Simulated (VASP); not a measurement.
# Au (Im-3m) in VASP: a series of runs

The runs below take Au through single point, with PBE, PBE+D3(BJ).

Program: VASP 6.6.1. These are calculated values, not measurements. Logs are shortened: lines on timing, memory, paths and dates and some standing lists are left out, and cuts for length are marked.

## Step 1: The cell of the first run

It takes space group Im-3m (No. 229, cubic). The conventional cell has a = 3.315 Å, b = 3.315 Å, c = 3.315 Å, α = 90.00°, β = 90.00°, γ = 90.00°. Within 3.8 Å of Au (site symmetry m-3m) lie 14 Au at 2.87 to 3.31 Å.

## Step 2: Single point, PBE

Contents of INCAR:

```
SYSTEM = Au
ALGO = Normal
EDIFF = 1E-6
ENCUT = 520
GGA = PE
ISIF = 2
ISMEAR = 0
LASPH = .TRUE.
LCHARG = .FALSE.
LREAL = .FALSE.
LWAVE = .FALSE.
NBANDS = 12
NELM = 60
PREC = Accurate
SIGMA = 0.026000000000000002
```

Contents of KPOINTS:

```
k-points
0
G
  11 11 11
  0 0 0
```

Contents of POSCAR:

```
Au
1.0
   -1.6572690000      1.6572690000      1.6572690000
    1.6572690000     -1.6572690000      1.6572690000
    1.6572690000      1.6572690000     -1.6572690000
Au
1
Direct
    0.0000000000      0.0000000000      0.0000000000
```

Potentials or basis: VASP PAW PBE potentials, release 64 (Au).

Run with:

```console
> cat potpaw_PBE.64/Au/POTCAR > POTCAR
> mpirun -np 1 vasp_std > vasp.out
```

OUTCAR:

```text
SYSTEM = Au
   EDIFF = 1E-6
   ENCUT = 520
   GGA = PE
   ISIF = 2
   ISMEAR = 0
   LASPH = .TRUE.
   LREAL = .FALSE.
   NELM = 60
   PREC = Accurate

 ion  position               nearest neighbor table
   1  0.000  0.000  0.000-

  LATTYP: Found a body centered cubic cell.
 ALAT       =     3.3145380000

  Lattice vectors:

 A1 = (  -1.6572690000,   1.6572690000,   1.6572690000)
 A2 = (   1.6572690000,  -1.6572690000,   1.6572690000)
 A3 = (   1.6572690000,   1.6572690000,  -1.6572690000)

Analysis of symmetry for initial positions (statically):
=====================================================================
 Subroutine PRICEL returns:
 Original cell was already a primitive cell.

 Routine SETGRP: Setting up the symmetry group for a
 body centered cubic supercell.

 Subroutine GETGRP returns: Found 48 space group operations
 (whereof 48 operations were pure point group operations)
 out of a pool of 48 trial point group operations.

The static configuration has the point symmetry O_h .

Analysis of symmetry for dynamics (positions and initial velocities):
=====================================================================
 Subroutine PRICEL returns:
 Original cell was already a primitive cell.

 Routine SETGRP: Setting up the symmetry group for a
 body centered cubic supercell.

 Subroutine GETGRP returns: Found 48 space group operations
 (whereof 48 operations were pure point group operations)
 out of a pool of 48 trial point group operations.

The dynamic configuration has the point symmetry O_h .

 Subroutine INISYM returns: Found 48 space group operations
 (whereof 48 operations are pure point group operations),
 and found     1 'primitive' translations

----------------------------------------------------------------------------------------

                                     Primitive cell

  volume of cell :      18.2070

  direct lattice vectors                    reciprocal lattice vectors
    -1.657269000  1.657269000  1.657269000     0.000000000  0.301701172  0.301701172
     1.657269000 -1.657269000  1.657269000     0.301701172  0.000000000  0.301701172
     1.657269000  1.657269000 -1.657269000     0.301701172  0.301701172  0.000000000

  length of vectors
     2.870474110  2.870474110  2.870474110     0.426669890  0.426669890  0.426669890

  position of ions in fractional coordinates (direct lattice)
     0.000000000  0.000000000  0.000000000

  ion indices of the primitive-cell ions
   primitive index   ion index
                 1           1

----------------------------------------------------------------------------------------

 KPOINTS: k-points

Automatic generation of k-mesh.
 Grid dimensions read from file:
 generate k-points for:   11   11   11

 Generating k-lattice:

  Cartesian coordinates                     Fractional coordinates (reciprocal lattice)
     0.000000000  0.027427379  0.027427379     0.090909091  0.000000000  0.000000000
     0.027427379  0.000000000  0.027427379     0.000000000  0.090909091  0.000000000
     0.027427379  0.027427379  0.000000000     0.000000000  0.000000000  0.090909091

  Length of vectors
     0.038788172  0.038788172  0.038788172

  Shift w.r.t. Gamma in fractional coordinates (k-lattice)
     0.000000000  0.000000000  0.000000000

 Subroutine IBZKPT returns following result:
 ===========================================

 Found     56 irreducible k-points:

 Following reciprocal coordinates:
            Coordinates               Weight
  0.000000  0.000000  0.000000      1.000000
  0.090909  0.000000  0.000000     12.000000
  0.181818  0.000000  0.000000     12.000000
  0.272727  0.000000  0.000000     12.000000
  0.363636  0.000000  0.000000     12.000000
  0.454545  0.000000  0.000000     12.000000
[... 16 lines left out ...]
  0.272727  0.181818  0.090909     48.000000
  0.363636  0.181818  0.090909     24.000000
 [... further k-points ...]
   k-points           NKPTS =     56   k-points in BZ     NKDIM =     56   number of bands    NBANDS=     12
   number of dos      NEDOS =    301   number of ions     NIONS =      1
   total plane-waves  NPLWV =  13824
   dimension x,y,z NGX =    24 NGY =   24 NGZ =   24
   dimension x,y,z NGXF=    48 NGYF=   48 NGZF=   48
   ions per type =               1
   NGX,Y,Z   is equivalent  to a cutoff of  13.90, 13.90, 13.90 a.u.
   NGXF,Y,Z  is equivalent  to a cutoff of  27.80, 27.80, 27.80 a.u.
 SYSTEM =  Au
   PREC   = accura    normal or accurate (medium, high low for compatibility)
   ISTART =      0    job   : 0-new  1-cont  2-samecut
   ICHARG =      2    charge: 1-file 2-atom 10-const
   ISPIN  =      1    spin polarized calculation?
   LNONCOLLINEAR =      F non collinear calculations
   LSORBIT =      F    spin-orbit coupling
   LASPH  =      T    aspherical Exc in radial PAW
   ENCUT  =  520.0 eV  38.22 Ry    6.18 a.u.   5.34  5.34  5.34*2*pi/ulx,y,z
   NELM   =     60;   NELMIN=  2; NELMDL= -5     # of ELM steps
   EDIFF  = 0.1E-05   stopping-criterion for ELM
   LREAL  =      F    real-space projection
[... 7 lines left out ...]
   TEBEG  =    0.0;   TEEND  =   0.0 temperature during run
   PSTRESS=    0.0 pullay stress
   NELECT =      11.0000    total number of electrons
   NUPDOWN=      -1.0000    fix difference up-down
   EMIN   =  10.00;   EMAX   =-10.00  energy-range for DOS
   EFERMI =   0.00;   METHOD = LEGACY
   ISMEAR =     0;   SIGMA  =   0.03  broadening in eV -4-tet -1-fermi 0-gaus
   EFERMI_NEDOS =   21; number of points for ismear=-14 and -15
   IALGO  =     38    algorithm
   IMIX   =      4    mixing-type and parameters
     AMIX     =   0.40;   BMIX     =  1.00
     AMIX_MAG =   1.60;   BMIX_MAG =  1.00
  volume/ion in A,a.u.               =      18.21       122.87
  Fermi-wavevector in a.u.,A,eV,Ry     =   1.383968  2.615320 26.060157  1.915367
  Thomas-Fermi vector in A             =   2.508516
   LORBIT       =      0    0 simple, 1 ext, 2 COOP (PROOUT), +10 PAW based schemes
   GGA     = PE    functional components
   LHFCALC =     F    Hartree Fock is set to
   AEXX    =    0.0000 exact exchange contribution
   IVDW    =     0    specifies the selected vdW correction
   LEPSILON=     F    determine dielectric tensor
   LRPA    =     F    only Hartree local field effects (RPA)
 non-spin polarized calculation
 Gauss-broadening in eV      SIGMA  =   0.03
  energy-cutoff  :      520.00
  volume of cell :       18.21
 maximum number of plane-waves:       498
 NGX is ok and might be reduce to    24
   NGX = 11   NGY = 11   NGZ = 11

 number of electron      10.9999998 magnetization

 Free energy of the ion-electron system (eV)
  ---------------------------------------------------
  ext. energy  EPLUGINS =         0.00000000
  ---------------------------------------------------
  free energy    TOTEN  =        -3.19243450 eV

  energy without entropy =       -3.19159544  energy(sigma->0) =       -3.19201497

 E-fermi :   8.3061     XC(G=0): -12.3228

 val. band max:        8.2991633952   @ k =  -0.3636   0.4545   0.0909
 cond. band min:       8.3294686389   @ k =  -0.2727   0.4545   0.0909
 fundamental gap:      0.0303052437
 Fermi energy:         8.3061131189

 k-point     1 :       0.0000    0.0000    0.0000
  band No.  band energies     occupation
      1      -0.7542      2.00000
      2       3.9046      2.00000
      3       3.9046      2.00000
      4       3.9046      2.00000
      5       5.6411      2.00000
      6       5.6411      2.00000
      7      24.9105      0.00000
      8      24.9105      0.00000
      9      24.9105      0.00000
     10      31.5733      0.00000
     11      31.5733      0.00000
     12      31.5733      0.00000

 k-point     2 :       0.0909    0.0000    0.0000
  band No.  band energies     occupation
      1      -0.4688      2.00000
      2       3.8192      2.00000
      3       3.9126      2.00000
      4       4.0988      2.00000
      5       5.5442      2.00000
      6       5.6472      2.00000
      7      24.7319      0.00000
      8      24.9307      0.00000
      9      25.2581      0.00000
     10      29.2743      0.00000
     11      29.5762      0.00000
     12      30.5492      0.00000

 k-point     3 :       0.1818    0.0000    0.0000
  band No.  band energies     occupation
      1       0.3205      2.00000
      2       3.5978      2.00000
      3       3.9363      2.00000
      4       4.6522      2.00000
      5       5.3845      2.00000
      6       5.6701      2.00000
      7      22.7951      0.00000
      8      24.3026      0.00000
      9      26.2187      0.00000
     10      27.7662      0.00000
     11      28.2123      0.00000
     12      28.8299      0.00000
[... 286 lines left out ...]
 k-point    23 :       0.2727    0.1818    0.0909
  band No.  band energies     occupation
      1       2.6398      2.00000
      2       3.1469      2.00000
      3       4.1952      2.00000
      4       5.6486      2.00000
      5       5.8300      2.00000
      6       9.5170      0.00000
      7      13.8669      0.00000
      8      17.6771      0.00000
      9      19.9717      0.00000
     10      29.5861      0.00000
     11      32.2169      0.00000
     12      33.7442      0.00000

 k-point    24 :       0.3636    0.1818    0.0909
  band No.  band energies     occupation
      1       2.5994      2.00000
      2       3.0981      2.00000
      3       4.6402      2.00000
      4       5.6892      2.00000
      5       5.8649      2.00000
      6      11.3181      0.00000
      7      11.6426      0.00000
      8      17.1068      0.00000
      9      19.7179      0.00000
     10      30.1275      0.00000
     11      31.7845      0.00000
     12      33.7417      0.00000

 [... further k-points ...]
[... 5 lines left out ...]
  --------------------------------------------------------------------------------------
  -------------------------------------------------------------------------------------
  Total       -0.1204146     -0.1204146     -0.1204146     -0.0000000     -0.0000000      0.0000000
  in kB      -10.5962146    -10.5962146    -10.5962146     -0.0000000     -0.0000000      0.0000000
  external PRESSURE =     -10.5962146 kB  Pullay stress =       0.0000000 kB

 VOLUME and BASIS-vectors are now :
 -----------------------------------------------------------------------------
  energy-cutoff  :      520.00
  volume of cell :       18.21
      direct lattice vectors                 reciprocal lattice vectors
    -1.657269000  1.657269000  1.657269000     0.000000000  0.301701172  0.301701172
     1.657269000 -1.657269000  1.657269000     0.301701172  0.000000000  0.301701172
     1.657269000  1.657269000 -1.657269000     0.301701172  0.301701172  0.000000000

 POSITION                                       TOTAL-FORCE (eV/Angst)
 -----------------------------------------------------------------------------------
      0.00000      0.00000      0.00000        -0.000000      0.000000     -0.000000
 -----------------------------------------------------------------------------------
    total drift:                                0.000000      0.000000     -0.000000

  FREE ENERGIE OF THE ION-ELECTRON SYSTEM (eV)
  ---------------------------------------------------
  free  energy   TOTEN  =        -3.1924344999 eV

  energy  without entropy=       -3.1915954427  energy(sigma->0) =       -3.19201497
```

Run time: 13 s. Hardware: 1 thread of Intel Xeon Platinum 8375C at 2.90GHz (Ice Lake), shared host; peak memory 0.14 GiB.

Results:

* Free energy: -3.1924 eV
* Pressure: -1.1 GPa

Caveat: spin-orbit coupling is left out, which moves the levels of the heavy elements.

## Step 3: Single point, PBE+D3(BJ)

This run uses another cell than the first one, of 17.35 Å³/atom, 0.953 times its volume.

Contents of INCAR:

```
SYSTEM = Au
  PREC = Accurate
  ENCUT = 520
  EDIFF = 1E-6
  ISMEAR = -1
  SIGMA = 0.05
  LREAL = .FALSE.
  LASPH = .TRUE.
  NELM = 80
  ALGO = Fast
  ISIF = 2
  LWAVE = .FALSE.
  LCHARG = .FALSE.
  GGA = PE
  IVDW = 12
  NBANDS = 12
```

Contents of KPOINTS:

```
regular mesh
0
G
  11 11 11
  0 0 0
```

Contents of POSCAR:

```
Au
1.0
   -1.6308231919      1.6308231919      1.6308231919
    1.6308231919     -1.6308231919      1.6308231919
    1.6308231919      1.6308231919     -1.6308231919
Au
1
Direct
    0.0000000000      0.0000000000      0.0000000000
```

Potentials or basis: VASP PAW PBE potentials, release 64 (Au).

Run with:

```console
> cat potpaw_PBE.64/Au/POTCAR > POTCAR
> mpirun -np 1 vasp_std > vasp.out
```

It took 17 s on 1 thread of Intel Xeon Platinum 8375C at 2.90GHz (Ice Lake), shared host; peak memory 0.15 GiB.

Results (log left out):

```
Free energy                : -3.8362 eV
Pressure                   : -0.2 GPa
Dispersion energy per atom : -0.652 eV
```

Levels at points of the mesh, in eV from the Fermi level:
```tsv
k point	band 4	band 5	band 6	band 7	band 8	band 9
(0.00, 0.00, 0.00)	-4.64	-2.76	-2.76	16.65	16.65	16.65
```

Caveat: spin-orbit coupling is left out, which moves the levels of the heavy elements; pairwise dispersion overbinds metals, which lowers pressure and volume.
